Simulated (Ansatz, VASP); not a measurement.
# CoPtO2: VASP beside Ansatz

File INCAR:

```
SYSTEM = CoPtO2
  PREC = Accurate
  ENCUT = 520
  EDIFF = 1E-7
  ISMEAR = 0
  SIGMA = 0.15
  LREAL = .False.
  LASPH = .True.
  NELM = 60
  ALGO = Normal
  ISIF = 2
  LWAVE = .False.
  LCHARG = .False.
  GGA = PS
  NBANDS = 24
```

Contents of KPOINTS:

```
Automatic mesh
0
Gamma
  18 18 18
  0 0 0
```

The input POSCAR:

```
CoPtO2
1.0
    1.4472443081      0.8355668909      5.8103900715
   -1.4472443081      0.8355668909      5.8103900715
    0.0000000000     -1.6711337818      5.8103900715
Co Pt O
1 1 2
Direct
    0.5000000000      0.5000000000      0.5000000000
    0.0000000000      0.0000000000      0.0000000000
    0.8877632707      0.8877632707      0.8877632707
    0.1122367293      0.1122367293      0.1122367293
```

Input for Ansatz:

```yaml
crystal:
  lattice:
    - [1.4472443081, 0.8355668909, 5.8103900715]
    - [-1.4472443081, 0.8355668909, 5.8103900715]
    - [0.0, -1.6711337818, 5.8103900715]
  atoms:
    - { symbol: Co, position: [0.5, 0.5, 0.5] }
    - { symbol: Pt, position: [0.0, 0.0, 0.0] }
    - { symbol: O, position: [0.8877632707, 0.8877632707, 0.8877632707] }
    - { symbol: O, position: [0.1122367293, 0.1122367293, 0.1122367293] }
basis:
  ecutwfc: 420
kpoints:
  mp_grid: { grid: [18, 18, 18] }
hamiltonian:
  xc: pbesol
scf:
  occupations: { method: gaussian, width: 0.15 }
output:
  forces: true
  stress: true
  eigenvalues: true
```

Change from the starting cell: strain +0.030 along x and y, -0.015 along z, atoms carried along.

Alike in both runs: task single point; functional PBEsol; k mesh 18 × 18 × 18; occupations gaussian, width 0.15 eV; no spin polarisation.

|  | VASP | Ansatz |
| --- | --- | --- |
| version | VASP 6.6.1 | Ansatz 0.2.0 |
| potentials or method | VASP PAW PBE potentials, release 64 (Co, Pt, O), cutoff 520 eV | scalar-relativistic, plane waves, PAW |
| valence electrons in the cell | 31 | 47 |

|  | VASP | Ansatz | Ansatz less VASP |
| --- | --- | --- | --- |
| gap on the k mesh at the Fermi level (eV) | none | none | - |
| pressure (GPa) | -7.6 | -7.8 | -0.19 |
| traceless stress, the component that is largest in VASP (GPa) | 11.48 | 10.91 | -0.568 |
| rms of the force components (eV/Å) | 0.293 | 0.284 | -0.0096 |

VASP's potentials were made for PBE, not for PBEsol. Atom by atom the forces differ by 0.010 eV/Å (rms over components). A gap of «none» marks a metal or a gap that the smearing closes. The functional is the same, so the differences come from potentials, cutoffs and numerics. VASP's potentials hold 31 valence electrons a cell and Ansatz's 47, so a difference there can come from the potentials and not from the codes.

Neither program's run includes spin-orbit coupling.
